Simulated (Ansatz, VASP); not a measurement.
## One calculation of P, two programs

```
P
1.0
     3.32252    0.00000    0.00000
     0.00000    4.16686    0.00000
     0.00000    0.00000   30.33671
P
4
Direct
  0.50000 0.92810 0.46426
  0.00000 0.57190 0.46426
  0.50000 0.07190 0.53574
  0.00000 0.42810 0.53574
```

Alike in both runs: task single point; functional PBE; dispersion D3(BJ); k mesh 6 × 4 × 1; occupations gaussian, width 0.1 eV; no spin polarisation.

|  | VASP | Ansatz |
| --- | --- | --- |
| version | VASP 6.6.1 | Ansatz 0.2.0 |
| potentials or method | VASP PAW PBE potentials, release 64 (P), cutoff 400 eV | scalar-relativistic, plane waves, PAW |
| valence electrons in the cell | 20 | 20 |

```csv
,VASP,Ansatz,Ansatz less VASP
gap on the k mesh at the Fermi level (eV),0.33,0.31,-0.016
least direct gap on the mesh (eV),0.33,0.31,-0.016
rms of the force components (eV/Å),0.127,0.101,-0.0267
```

Atom by atom the forces differ by 0.031 eV/Å (rms over components).
